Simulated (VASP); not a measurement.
# C (R-3m) in VASP: single point with PBE

Aim: the single point of C with PBE.

All numbers are computed with VASP 6.6.1; they aren't measurements. Logs are shortened: lines on timing, memory, paths and dates and some standing lists are left out, and cuts for length are marked.

### Step 1. The cell of the first run

Symmetry: R-3m, No. 166, trigonal system. Conventional cell: a = 2.467 Å, b = 2.467 Å, c = 12.641 Å, α = 90.00°, β = 90.00°, γ = 120.00°. C (site symmetry 3m) has 3 C at 1.42 Å within 1.9 Å.

### Step 2. Single point, PBE

Contents of INCAR:

```
SYSTEM = C
PREC = Accurate
ENCUT = 520
EDIFF = 1E-6
ISMEAR = 0
SIGMA = 0.01
LREAL = .False.
LASPH = .True.
NELM = 100
ALGO = Normal
ISIF = 2
LWAVE = .False.
LCHARG = .False.
GGA = PE
NBANDS = 11
```

Contents of KPOINTS:

```
regular mesh
0
Gamma
  18 18 18
  0 0 0
```

Contents of POSCAR:

```
C
1.0
    1.2332564911      0.7120209671      4.2136690793
   -1.2332564911      0.7120209671      4.2136690793
    0.0000000000     -1.4240419343      4.2136690793
C
2
Direct
    0.1666601572      0.1666601572      0.1666601572
    0.8333398428      0.8333398428      0.8333398428
```

Potentials or basis: VASP PAW PBE potentials, release 64 (C).

Command:

```console
cat potpaw_PBE.64/C/POTCAR > POTCAR
mpirun -np 1 vasp_std > vasp.out
```

OUTCAR:

```text
SYSTEM = C
   PREC = Accurate
   ENCUT = 520
   EDIFF = 1E-6
   ISMEAR = 0
   LREAL = .False.
   LASPH = .True.
   NELM = 100
   ISIF = 2
   GGA = PE

 ion  position               nearest neighbor table
   1  0.167  0.167  0.167-   2 1.42   2 1.42   2 1.42
   2  0.833  0.833  0.833-   1 1.42   1 1.42   1 1.42

  LATTYP: Found a trigonal (rhomboedric) cell.
 ALAT       =     4.4477974932
 COS(alpha) =     0.8462387842

  Lattice vectors:

 A1 = (   1.2332564911,   0.7120209671,   4.2136690793)
 A2 = (  -1.2332564911,   0.7120209671,   4.2136690793)
 A3 = (   0.0000000000,  -1.4240419343,   4.2136690793)

Analysis of symmetry for initial positions (statically):
=====================================================================
 Subroutine PRICEL returns:
 Original cell was already a primitive cell.

 Routine SETGRP: Setting up the symmetry group for a
 trigonal (rhombohedral) supercell.

 Subroutine GETGRP returns: Found 12 space group operations
 (whereof 12 operations were pure point group operations)
 out of a pool of 12 trial point group operations.

The static configuration has the point symmetry D_3d.

Analysis of symmetry for dynamics (positions and initial velocities):
=====================================================================
 Subroutine PRICEL returns:
 Original cell was already a primitive cell.

 Routine SETGRP: Setting up the symmetry group for a
 trigonal (rhombohedral) supercell.

 Subroutine GETGRP returns: Found 12 space group operations
 (whereof 12 operations were pure point group operations)
 out of a pool of 12 trial point group operations.

The dynamic configuration has the point symmetry D_3d.

 Subroutine INISYM returns: Found 12 space group operations
 (whereof 12 operations are pure point group operations),
 and found     1 'primitive' translations

----------------------------------------------------------------------------------------

                                     Primitive cell

  volume of cell :      22.2003

  direct lattice vectors                    reciprocal lattice vectors
     1.233256491  0.712020967  4.213669079     0.405430666  0.234075504  0.079107620
    -1.233256491  0.712020967  4.213669079    -0.405430666  0.234075504  0.079107620
     0.000000000 -1.424041934  4.213669079     0.000000000 -0.468151008  0.079107620

  length of vectors
     4.447797493  4.447797493  4.447797493     0.474787723  0.474787723  0.474787723

  position of ions in fractional coordinates (direct lattice)
     0.166660157  0.166660157  0.166660157
     0.833339843  0.833339843  0.833339843

  ion indices of the primitive-cell ions
   primitive index   ion index
                 1           1
                 2           2

----------------------------------------------------------------------------------------

 KPOINTS: regular mesh

Automatic generation of k-mesh.
 Grid dimensions read from file:
 generate k-points for:   18   18   18

 Generating k-lattice:

  Cartesian coordinates                     Fractional coordinates (reciprocal lattice)
     0.022523926  0.013004195  0.004394868     0.055555556  0.000000000  0.000000000
    -0.022523926  0.013004195  0.004394868     0.000000000  0.055555556  0.000000000
     0.000000000 -0.026008389  0.004394868     0.000000000  0.000000000  0.055555556

  Length of vectors
     0.026377096  0.026377096  0.026377096

  Shift w.r.t. Gamma in fractional coordinates (k-lattice)
     0.000000000  0.000000000  0.000000000

 Subroutine IBZKPT returns following result:
 ===========================================

 Found    580 irreducible k-points:

 Following reciprocal coordinates:
            Coordinates               Weight
  0.000000  0.000000  0.000000      1.000000
  0.055556  0.000000  0.000000      6.000000
  0.111111  0.000000  0.000000      6.000000
  0.166667  0.000000  0.000000      6.000000
  0.222222  0.000000  0.000000      6.000000
  0.277778  0.000000  0.000000      6.000000
[... 16 lines left out ...]
 -0.277778  0.055556 -0.000000     12.000000
 -0.222222  0.055556 -0.000000     12.000000
 [... further k-points ...]
   k-points           NKPTS =    580   k-points in BZ     NKDIM =    580   number of bands    NBANDS=     11
   number of dos      NEDOS =    301   number of ions     NIONS =      2
   total plane-waves  NPLWV =  46656
   dimension x,y,z NGX =    36 NGY =   36 NGZ =   36
   dimension x,y,z NGXF=    72 NGYF=   72 NGZF=   72
   ions per type =               2
   NGX,Y,Z   is equivalent  to a cutoff of  13.46, 13.46, 13.46 a.u.
   NGXF,Y,Z  is equivalent  to a cutoff of  26.91, 26.91, 26.91 a.u.
 SYSTEM =  C
   PREC   = accura    normal or accurate (medium, high low for compatibility)
   ISTART =      0    job   : 0-new  1-cont  2-samecut
   ICHARG =      2    charge: 1-file 2-atom 10-const
   ISPIN  =      1    spin polarized calculation?
   LNONCOLLINEAR =      F non collinear calculations
   LSORBIT =      F    spin-orbit coupling
   LASPH  =      T    aspherical Exc in radial PAW
   ENCUT  =  520.0 eV  38.22 Ry    6.18 a.u.   8.27  8.27  8.27*2*pi/ulx,y,z
   NELM   =    100;   NELMIN=  2; NELMDL= -5     # of ELM steps
   EDIFF  = 0.1E-05   stopping-criterion for ELM
   LREAL  =      F    real-space projection
   EDIFFG = 0.1E-04   stopping-criterion for IOM
   NSW    =      0    number of steps for IOM
   IBRION =     -1    ionic relax: 0-MD 1-quasi-New 2-CG
   NFREE  =      0    steps in history (QN), initial steepest desc. (CG)
   ISIF   =      2    stress and relaxation
   ISYM   =      2    0-nonsym 1-usesym 2-fastsym
   POTIM  = 0.5000    time-step for ionic-motion
   TEBEG  =    0.0;   TEEND  =   0.0 temperature during run
   PSTRESS=    0.0 pullay stress
   NELECT =       8.0000    total number of electrons
   NUPDOWN=      -1.0000    fix difference up-down
   EMIN   =  10.00;   EMAX   =-10.00  energy-range for DOS
   EFERMI =   0.00;   METHOD = LEGACY
   ISMEAR =     0;   SIGMA  =   0.01  broadening in eV -4-tet -1-fermi 0-gaus
   EFERMI_NEDOS =   21; number of points for ismear=-14 and -15
   IALGO  =     38    algorithm
   IMIX   =      4    mixing-type and parameters
     AMIX     =   0.40;   BMIX     =  1.00
     AMIX_MAG =   1.60;   BMIX_MAG =  1.00
  volume/ion in A,a.u.               =      11.10        74.91
  Fermi-wavevector in a.u.,A,eV,Ry     =   1.164981  2.201495 18.465567  1.357181
  Thomas-Fermi vector in A             =   2.301512
   LORBIT       =      0    0 simple, 1 ext, 2 COOP (PROOUT), +10 PAW based schemes
   GGA     = PE    functional components
   LHFCALC =     F    Hartree Fock is set to
   AEXX    =    0.0000 exact exchange contribution
   IVDW    =     0    specifies the selected vdW correction
   LEPSILON=     F    determine dielectric tensor
   LRPA    =     F    only Hartree local field effects (RPA)
 non-spin polarized calculation
 Gauss-broadening in eV      SIGMA  =   0.01
  energy-cutoff  :      520.00
  volume of cell :       22.20
 maximum number of plane-waves:       613
 NGX is ok and might be reduce to    36
   NGX = 17   NGY = 17   NGZ = 17

 number of electron       8.0000000 magnetization

 Free energy of the ion-electron system (eV)
  ---------------------------------------------------
  ext. energy  EPLUGINS =         0.00000000
  ---------------------------------------------------
  free energy    TOTEN  =       -18.45206243 eV

  energy without entropy =      -18.45206243  energy(sigma->0) =      -18.45206243

 E-fermi :   2.8919     XC(G=0):  -8.7961

 val. band max:        2.8032637904   @ k =  -0.3333   0.3333   0.0000
 cond. band min:       2.9469550102   @ k =  -0.3333   0.3333   0.0000
 fundamental gap:      0.1436912198
 Fermi energy:         2.8919345867

 k-point     1 :       0.0000    0.0000    0.0000
  band No.  band energies     occupation
      1     -16.6597      2.00000
      2      -4.4686      2.00000
      3      -0.1678      2.00000
      4      -0.1678      2.00000
      5       5.9935      0.00000
      6      11.1821      0.00000
      7      11.1821      0.00000
      8      14.2804      0.00000
      9      15.3678      0.00000
     10      20.0398      0.00000
     11      25.3997      0.00000

 k-point     2 :       0.0556    0.0000    0.0000
  band No.  band energies     occupation
      1     -16.5866      2.00000
      2      -4.3845      2.00000
      3      -0.4653      2.00000
      4      -0.3239      2.00000
      5       6.0962      0.00000
      6      11.2226      0.00000
      7      11.4970      0.00000
      8      14.0245      0.00000
      9      15.4996      0.00000
     10      20.0497      0.00000
     11      25.6403      0.00000

 k-point     3 :       0.1111    0.0000    0.0000
  band No.  band energies     occupation
      1     -16.3674      2.00000
      2      -4.1332      2.00000
      3      -1.2825      2.00000
      4      -0.7386      2.00000
      5       6.4043      0.00000
      6      11.2673      0.00000
      7      12.3845      0.00000
      8      13.2993      0.00000
      9      15.9239      0.00000
     10      20.0652      0.00000
     11      26.2553      0.00000

 k-point     4 :       0.1667    0.0000    0.0000
  band No.  band energies     occupation
      1     -16.0034      2.00000
      2      -3.7176      2.00000
      3      -2.4561      2.00000
      4      -1.2967      2.00000
      5       6.9169      0.00000
      6      11.2088      0.00000
      7      12.2033      0.00000
      8      13.7167      0.00000
      9      16.6449      0.00000
     10      20.0504      0.00000
     11      26.2691      0.00000
[... 239 lines left out ...]
 k-point    22 :      -0.3333    0.0556   -0.0000
  band No.  band energies     occupation
      1     -13.5799      2.00000
      2      -7.4459      2.00000
      3      -3.3334      2.00000
      4      -1.0382      2.00000
      5       7.0178      0.00000
      6      10.2071      0.00000
      7      10.8755      0.00000
      8      17.7403      0.00000
      9      19.0039      0.00000
     10      20.4188      0.00000
     11      23.0389      0.00000

 k-point    23 :      -0.2778    0.0556   -0.0000
  band No.  band energies     occupation
      1     -14.4241      2.00000
      2      -6.0085      2.00000
      3      -2.9192      2.00000
      4      -1.9304      2.00000
      5       8.4959      0.00000
      6       9.0590      0.00000
      7      11.0418      0.00000
      8      17.2863      0.00000
      9      19.0494      0.00000
     10      19.7603      0.00000
     11      23.2527      0.00000

 k-point    24 :      -0.2222    0.0556   -0.0000
  band No.  band energies     occupation
      1     -15.1379      2.00000
      2      -4.5598      2.00000
      3      -2.7196      2.00000
      4      -2.3954      2.00000
      5       8.0518      0.00000
      6      10.0133      0.00000
      7      11.2479      0.00000
      8      15.7493      0.00000
      9      18.5210      0.00000
     10      19.7692      0.00000
     11      24.0254      0.00000

 [... further k-points ...]
[... 5 lines left out ...]
  --------------------------------------------------------------------------------------
  -------------------------------------------------------------------------------------
  Total        0.0783550      0.0783550     -0.0027996      0.0000000      0.0000000      0.0000000
  in kB        5.6548317      5.6548317     -0.2020436      0.0000000      0.0000000      0.0000000
  external PRESSURE =       3.7025399 kB  Pullay stress =       0.0000000 kB

 VOLUME and BASIS-vectors are now :
 -----------------------------------------------------------------------------
  energy-cutoff  :      520.00
  volume of cell :       22.20
      direct lattice vectors                 reciprocal lattice vectors
     1.233256491  0.712020967  4.213669079     0.405430666  0.234075504  0.079107620
    -1.233256491  0.712020967  4.213669079    -0.405430666  0.234075504  0.079107620
     0.000000000 -1.424041934  4.213669079     0.000000000 -0.468151008  0.079107620

 POSITION                                       TOTAL-FORCE (eV/Angst)
 -----------------------------------------------------------------------------------
      0.00000     -0.00000      2.10675         0.000000     -0.000000      0.000119
      0.00000     -0.00000     10.53425         0.000000      0.000000     -0.000119
 -----------------------------------------------------------------------------------
    total drift:                                0.000000     -0.000000      0.000000

  FREE ENERGIE OF THE ION-ELECTRON SYSTEM (eV)
  ---------------------------------------------------
  free  energy   TOTEN  =       -18.4520624253 eV

  energy  without entropy=      -18.4520624253  energy(sigma->0) =      -18.45206243
```

It took 2.9 min on 1 thread of Intel Xeon Platinum 8488C (Sapphire Rapids), shared host; peak memory 0.26 GiB.

What came out:

* Free energy: -18.4521 eV
* Pressure: 0.4 GPa
* Band gap on the k mesh: 0.14 eV, direct
